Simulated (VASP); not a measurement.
Write the native input for VASP 6.6.1 that does the following.

* Task: single point
* Functional: LDA
* Potentials or basis: VASP PAW LDA potentials, release 64 (C)
* Cutoff: 520 eV
* k mesh: 12 × 12 × 2
* Occupations: gaussian, width 0.05 eV
* Spin: no spin polarisation
* Dipole correction: no
* Further INCAR settings: ALGO = Normal; EDIFF = 1e-06; NBANDS = 36

The structure of C lies in POSCAR:

```
C
1.0
    2.5503000000      0.0000000000      0.0000000000
   -1.2751500000      2.2086245873      0.0000000000
    0.0000000000      0.0000000000     12.7015000000
C
12
Direct
    0.0000000000      0.0000000000      0.1868599868
    0.0000000000      0.0000000000      0.6868599868
    0.0000000000      0.0000000000      0.3131400132
    0.0000000000      0.0000000000      0.8131400132
    0.3333333333      0.6666666667      0.5207718743
    0.6666666667      0.3333333333      0.0207718743
    0.3333333333      0.6666666667      0.9792281257
    0.6666666667      0.3333333333      0.4792281257
    0.3333333333      0.6666666667      0.6450609412
    0.6666666667      0.3333333333      0.1450609412
    0.3333333333      0.6666666667      0.8549390588
    0.6666666667      0.3333333333      0.3549390588
```

One way to write it, as run:

INCAR

```
SYSTEM = C
  PREC = Accurate
  ENCUT = 520
  EDIFF = 1E-6
  ISMEAR = 0
  SIGMA = 0.05
  LREAL = .FALSE.
  LASPH = .TRUE.
  NELM = 80
  ALGO = Normal
  ISIF = 2
  LWAVE = .FALSE.
  LCHARG = .FALSE.
  NBANDS = 36
```

KPOINTS

```
regular mesh
0
G
  12 12 2
  0 0 0
```

Potentials or basis: VASP PAW LDA potentials, release 64 (C).

Run with:

```bash
$ cat potpaw_LDA.64/C/POTCAR > POTCAR
$ mpirun -np 1 vasp_std > vasp.out
```

Results of the run:

```
Pressure               : -30.6 GPa
Largest force          : 0.063 eV/Å
Band gap on the k mesh : 4.31 eV (least direct gap 5.11 eV)
```

Caveat: the stress differs along the axes, from -37 to -27 GPa.

Run time: 70 s on 1 thread of Intel(R) Xeon(R) Platinum 8488C (Sapphire Rapids), with other jobs on the host, peak memory 0.19 GiB.
